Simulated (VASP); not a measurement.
# NaI (Fm-3m) in VASP: notebook

Runs on NaI. Level: PBE. Tasks: single point.

All numbers are computed with VASP 6.6.1; they aren't measurements. Logs are shortened: lines on timing, memory, paths and dates and some standing lists are left out, and cuts for length are marked.

**1. The cell of the first run**

The structure is cubic, space group Fm-3m (No. 225). Conventional cell: a = 6.593 Å, b = 6.593 Å, c = 6.593 Å, α = 90.00°, β = 90.00°, γ = 90.00°. Na (site symmetry m-3m) has 6 I at 3.30 Å within 4.3 Å. I (site symmetry m-3m) has 6 Na at 3.30 Å within 4.3 Å.

**2. Single point, PBE (volume changed by +3%)**

The input, INCAR:

```
PREC = Accurate ; ENCUT = 500
EDIFF = 1E-6 ; ISMEAR = 0
SIGMA = 0.01 ; LREAL = F
LASPH = T ; NELM = 120
ALGO = Normal ; ISIF = 2
LWAVE = F ; LCHARG = F
GGA = PE ; NBANDS = 14
GGA_COMPAT = F
```

The input, KPOINTS:

```
Automatic mesh
0
Gamma
  6 6 6
```

The input, POSCAR:

```
NaI
1.0
    0.0000000000      3.2964166830      3.2964166830
    3.2964166830      0.0000000000      3.2964166830
    3.2964166830      3.2964166830      0.0000000000
Na I
1 1
Direct
    0.0000000000      0.0000000000      0.0000000000
    0.5000000000      0.5000000000      0.5000000000
```

Potentials or basis: VASP PAW PBE potentials, release 64 (Na_pv, I).

Started as:

```sh
> cat potpaw_PBE.64/Na_pv/POTCAR potpaw_PBE.64/I/POTCAR > POTCAR
> mpirun -np 1 vasp_std > vasp.out
```

OUTCAR:

```text
PREC = Accurate
   ENCUT = 500
   EDIFF = 1E-6
   ISMEAR = 0
   LREAL = F
   LASPH = T
   NELM = 120
   ISIF = 2
   GGA = PE

 ion  position               nearest neighbor table
   1  0.000  0.000  0.000-
   2  0.500  0.500  0.500-

  LATTYP: Found a face centered cubic cell.
 ALAT       =     6.5928333660

  Lattice vectors:

 A1 = (   0.0000000000,   3.2964166830,   3.2964166830)
 A2 = (   3.2964166830,   0.0000000000,   3.2964166830)
 A3 = (   3.2964166830,   3.2964166830,   0.0000000000)

Analysis of symmetry for initial positions (statically):
=====================================================================
 Subroutine PRICEL returns:
 Original cell was already a primitive cell.

 Routine SETGRP: Setting up the symmetry group for a
 face centered cubic supercell.

 Subroutine GETGRP returns: Found 48 space group operations
 (whereof 48 operations were pure point group operations)
 out of a pool of 48 trial point group operations.

The static configuration has the point symmetry O_h .

Analysis of symmetry for dynamics (positions and initial velocities):
=====================================================================
 Subroutine PRICEL returns:
 Original cell was already a primitive cell.

 Routine SETGRP: Setting up the symmetry group for a
 face centered cubic supercell.

 Subroutine GETGRP returns: Found 48 space group operations
 (whereof 48 operations were pure point group operations)
 out of a pool of 48 trial point group operations.

The dynamic configuration has the point symmetry O_h .

 Subroutine INISYM returns: Found 48 space group operations
 (whereof 48 operations are pure point group operations),
 and found     1 'primitive' translations

----------------------------------------------------------------------------------------

                                     Primitive cell

  volume of cell :      71.6401

  direct lattice vectors                    reciprocal lattice vectors
     0.000000000  3.296416683  3.296416683    -0.151679854  0.151679854  0.151679854
     3.296416683  0.000000000  3.296416683     0.151679854 -0.151679854  0.151679854
     3.296416683  3.296416683  0.000000000     0.151679854  0.151679854 -0.151679854

  length of vectors
     4.661837180  4.661837180  4.661837180     0.262717213  0.262717213  0.262717213

  position of ions in fractional coordinates (direct lattice)
     0.000000000  0.000000000  0.000000000
     0.500000000  0.500000000  0.500000000

  ion indices of the primitive-cell ions
   primitive index   ion index
                 1           1
                 2           2

----------------------------------------------------------------------------------------

 KPOINTS: Automatic mesh

Automatic generation of k-mesh.
 Grid dimensions read from file:
 generate k-points for:    6    6    6

 Generating k-lattice:

  Cartesian coordinates                     Fractional coordinates (reciprocal lattice)
    -0.025279976  0.025279976  0.025279976     0.166666667  0.000000000  0.000000000
     0.025279976 -0.025279976  0.025279976     0.000000000  0.166666667  0.000000000
     0.025279976  0.025279976 -0.025279976     0.000000000  0.000000000  0.166666667

  Length of vectors
     0.043786202  0.043786202  0.043786202

  Shift w.r.t. Gamma in fractional coordinates (k-lattice)
     0.000000000  0.000000000  0.000000000

 Subroutine IBZKPT returns following result:
 ===========================================

 Found     16 irreducible k-points:

 Following reciprocal coordinates:
            Coordinates               Weight
  0.000000  0.000000  0.000000      1.000000
  0.166667  0.000000  0.000000      8.000000
  0.333333  0.000000  0.000000      8.000000
  0.500000  0.000000  0.000000      4.000000
  0.166667  0.166667  0.000000      6.000000
  0.333333  0.166667  0.000000     24.000000
[... 8 lines left out ...]
 -0.333333  0.333333  0.166667     24.000000
 -0.333333  0.500000  0.166667     12.000000
   k-points           NKPTS =     16   k-points in BZ     NKDIM =     16   number of bands    NBANDS=     14
   number of dos      NEDOS =    301   number of ions     NIONS =      2
   total plane-waves  NPLWV =  46656
   dimension x,y,z NGX =    36 NGY =   36 NGZ =   36
   dimension x,y,z NGXF=    72 NGYF=   72 NGZF=   72
   ions per type =               1   1
   NGX,Y,Z   is equivalent  to a cutoff of  12.84, 12.84, 12.84 a.u.
   NGXF,Y,Z  is equivalent  to a cutoff of  25.68, 25.68, 25.68 a.u.
 SYSTEM =  unknown system
   PREC   = accura    normal or accurate (medium, high low for compatibility)
   ISTART =      0    job   : 0-new  1-cont  2-samecut
   ICHARG =      2    charge: 1-file 2-atom 10-const
   ISPIN  =      1    spin polarized calculation?
   LNONCOLLINEAR =      F non collinear calculations
   LSORBIT =      F    spin-orbit coupling
   LASPH  =      T    aspherical Exc in radial PAW
   ENCUT  =  500.0 eV  36.75 Ry    6.06 a.u.   8.50  8.50  8.50*2*pi/ulx,y,z
   NELM   =    120;   NELMIN=  2; NELMDL= -5     # of ELM steps
   EDIFF  = 0.1E-05   stopping-criterion for ELM
   LREAL  =      F    real-space projection
   EDIFFG = 0.1E-04   stopping-criterion for IOM
   NSW    =      0    number of steps for IOM
   IBRION =     -1    ionic relax: 0-MD 1-quasi-New 2-CG
   NFREE  =      0    steps in history (QN), initial steepest desc. (CG)
   ISIF   =      2    stress and relaxation
   ISYM   =      2    0-nonsym 1-usesym 2-fastsym
   POTIM  = 0.5000    time-step for ionic-motion
   TEBEG  =    0.0;   TEEND  =   0.0 temperature during run
   PSTRESS=    0.0 pullay stress
   NELECT =      14.0000    total number of electrons
   NUPDOWN=      -1.0000    fix difference up-down
   EMIN   =  10.00;   EMAX   =-10.00  energy-range for DOS
   EFERMI =   0.00;   METHOD = LEGACY
   ISMEAR =     0;   SIGMA  =   0.01  broadening in eV -4-tet -1-fermi 0-gaus
   EFERMI_NEDOS =   21; number of points for ismear=-14 and -15
   IALGO  =     38    algorithm
   IMIX   =      4    mixing-type and parameters
     AMIX     =   0.40;   BMIX     =  1.00
     AMIX_MAG =   1.60;   BMIX_MAG =  1.00
  volume/ion in A,a.u.               =      35.82       241.73
  Fermi-wavevector in a.u.,A,eV,Ry     =   0.950019  1.795275 12.279737  0.902535
  Thomas-Fermi vector in A             =   2.078356
   LORBIT       =      0    0 simple, 1 ext, 2 COOP (PROOUT), +10 PAW based schemes
   GGA     = PE    functional components
   LHFCALC =     F    Hartree Fock is set to
   AEXX    =    0.0000 exact exchange contribution
   IVDW    =     0    specifies the selected vdW correction
   LEPSILON=     F    determine dielectric tensor
   LRPA    =     F    only Hartree local field effects (RPA)
 non-spin polarized calculation
 Gauss-broadening in eV      SIGMA  =   0.01
  energy-cutoff  :      500.00
  volume of cell :       71.64
 maximum number of plane-waves:      1853
 NGX is ok and might be reduce to    36
   NGX = 17   NGY = 17   NGZ = 17

 number of electron      14.0000003 magnetization

 Free energy of the ion-electron system (eV)
  ---------------------------------------------------
  ext. energy  EPLUGINS =         0.00000000
  ---------------------------------------------------
  free energy    TOTEN  =        -5.38489365 eV

  energy without entropy =       -5.38489365  energy(sigma->0) =       -5.38489365

 E-fermi :   0.5662     XC(G=0):  -7.4849

 val. band max:        0.4377689206   @ k =   0.0000   0.0000   0.0000
 cond. band min:       3.9385075492   @ k =   0.0000   0.0000   0.0000
 fundamental gap:      3.5007386286
 Fermi energy:         0.5661923273

 k-point     1 :       0.0000    0.0000    0.0000
  band No.  band energies     occupation
      1     -22.0742      2.00000
      2     -22.0742      2.00000
      3     -22.0742      2.00000
      4     -10.4462      2.00000
      5       0.4378      2.00000
      6       0.4378      2.00000
      7       0.4378      2.00000
      8       3.9385      0.00000
      9       8.3618      0.00000
     10       8.3618      0.00000
     11       8.3618      0.00000
     12      10.0919      0.00000
     13      10.0919      0.00000
     14      10.8277      0.00000

 k-point     2 :       0.1667    0.0000    0.0000
  band No.  band energies     occupation
      1     -22.0751      2.00000
      2     -22.0742      2.00000
      3     -22.0742      2.00000
      4     -10.3834      2.00000
      5      -0.2311      2.00000
      6       0.3715      2.00000
      7       0.3715      2.00000
      8       4.7178      0.00000
      9       7.8595      0.00000
     10       8.5253      0.00000
     11       8.5253      0.00000
     12       9.5833      0.00000
     13       9.5833      0.00000
     14      11.0460      0.00000

 k-point     3 :       0.3333    0.0000    0.0000
  band No.  band energies     occupation
      1     -22.0771      2.00000
      2     -22.0744      2.00000
      3     -22.0744      2.00000
      4     -10.2512      2.00000
      5      -1.1723      2.00000
      6       0.2470      2.00000
      7       0.2470      2.00000
      8       5.4665      0.00000
      9       8.0843      0.00000
     10       8.0843      0.00000
     11       8.1730      0.00000
     12      10.4234      0.00000
     13      10.5980      0.00000
     14      10.5980      0.00000
[... 188 lines left out ...]
 k-point    15 :      -0.3333    0.3333    0.1667
  band No.  band energies     occupation
      1     -22.0770      2.00000
      2     -22.0758      2.00000
      3     -22.0751      2.00000
      4     -10.1273      2.00000
      5      -1.1228      2.00000
      6      -0.6182      2.00000
      7      -0.1417      2.00000
      8       6.3441      0.00000
      9       7.0055      0.00000
     10       8.1804      0.00000
     11       8.8000      0.00000
     12      10.6951      0.00000
     13      11.9015      0.00000
     14      13.0935      0.00000

 k-point    16 :      -0.3333    0.5000    0.1667
  band No.  band energies     occupation
      1     -22.0767      2.00000
      2     -22.0759      2.00000
      3     -22.0755      2.00000
      4     -10.1104      2.00000
      5      -1.0752      2.00000
      6      -0.5586      2.00000
      7      -0.3634      2.00000
      8       5.6948      0.00000
      9       6.9498      0.00000
     10       8.8240      0.00000
     11       8.8850      0.00000
     12      11.7241      0.00000
     13      12.6115      0.00000
     14      12.7505      0.00000

------------------------ aborting loop because EDIFF is reached ----------------------------------------

  FORCE on cell =-STRESS in cart. coord.  units (eV):
  Direction    XX          YY          ZZ          XY          YZ          ZX
  --------------------------------------------------------------------------------------
  -------------------------------------------------------------------------------------
  Total       -0.1839520     -0.1839520     -0.1839520      0.0000000      0.0000000     -0.0000000
  in kB       -4.1139475     -4.1139475     -4.1139475      0.0000000      0.0000000     -0.0000000
  external PRESSURE =      -4.1139475 kB  Pullay stress =       0.0000000 kB

 VOLUME and BASIS-vectors are now :
 -----------------------------------------------------------------------------
  energy-cutoff  :      500.00
  volume of cell :       71.64
      direct lattice vectors                 reciprocal lattice vectors
     0.000000000  3.296416683  3.296416683    -0.151679854  0.151679854  0.151679854
     3.296416683  0.000000000  3.296416683     0.151679854 -0.151679854  0.151679854
     3.296416683  3.296416683  0.000000000     0.151679854  0.151679854 -0.151679854

 POSITION                                       TOTAL-FORCE (eV/Angst)
 -----------------------------------------------------------------------------------
      0.00000      0.00000      0.00000         0.000000      0.000000      0.000000
      3.29642      3.29642      3.29642        -0.000000     -0.000000     -0.000000
 -----------------------------------------------------------------------------------
    total drift:                                0.000000      0.000000      0.000000

  FREE ENERGIE OF THE ION-ELECTRON SYSTEM (eV)
  ---------------------------------------------------
  free  energy   TOTEN  =        -5.3848936475 eV

  energy  without entropy=       -5.3848936475  energy(sigma->0) =       -5.38489365
```

Wall time 29 s (1 thread of Intel Xeon 8259CL, shared host); peak memory 0.2 GiB.

Results:

```yaml
Free_energy: -5.3849 eV
Pressure: -0.4 GPa
Band_gap_on_the_k_mesh: 3.50 eV, direct
```

Caveat: spin-orbit coupling is left out, which moves the levels of the heavy elements.

**3. Single point, PBE (volume changed by +6%)**

The input, INCAR:

```
SYSTEM = NaI
PREC     = Accurate       ! precision mode
ENCUT    = 500            ! plane-wave cutoff, eV
EDIFF    = 1E-6           ! SCF threshold, eV
ISMEAR   = 0              ! smearing method
SIGMA    = 0.01           ! smearing width, eV
LREAL    = .FALSE.        ! projectors in reciprocal space
LASPH    = .TRUE.         ! aspherical terms in the spheres
NELM     = 120            ! most SCF steps
ALGO     = Normal         ! electronic algorithm
ISIF     = 2              ! what is computed and relaxed
LWAVE    = .FALSE.        ! write WAVECAR
LCHARG   = .TRUE.         ! write CHGCAR
GGA      = PE             ! functional
LELF     = .TRUE.         ! ELF
LVHAR    = .TRUE.       
NBANDS   = 14             ! bands
GGA_COMPAT= .FALSE.
```

The input, KPOINTS:

```
regular mesh
0
G
  6 6 6
  0 0 0
```

The input, POSCAR:

```
NaI
1.0
    0.0000000000      3.3281149418      3.3281149418
    3.3281149418      0.0000000000      3.3281149418
    3.3281149418      3.3281149418      0.0000000000
Na I
1 1
Direct
    0.0000000000      0.0000000000      0.0000000000
    0.5000000000      0.5000000000      0.5000000000
```

Potentials or basis: VASP PAW PBE potentials, release 64 (Na_pv, I).

Started as:

```sh
> cat potpaw_PBE.64/Na_pv/POTCAR potpaw_PBE.64/I/POTCAR > POTCAR
> mpirun -np 1 vasp_std > vasp.out
```

Wall time 30 s (1 thread of Intel Xeon 8259CL, shared host); peak memory 0.2 GiB.

Results (log left out):

```yaml
Free_energy: -5.3774 eV
Pressure: -0.8 GPa
Band_gap_on_the_k_mesh: 3.43 eV, direct
```

Levels at points of the mesh, in eV from the valence-band top:
```
           k point  band 3  band 4  band 5  band 6  band 7  band 8  band 9  band 10  band 11  band 12
(0.00, 0.00, 0.00)  -22.56  -10.82    0.00    0.00    0.00    3.43    7.92     7.92     7.92     9.60
(0.50, 0.00, 0.00)  -22.56  -10.58   -1.90   -0.23   -0.23    5.06    7.36     7.36     8.13    10.10
(0.50, 0.50, 0.00)  -22.56  -10.52   -1.64   -0.64   -0.64    4.42    5.69     9.35    10.80    10.80
```

Caveat: spin-orbit coupling is left out, which moves the levels of the heavy elements.
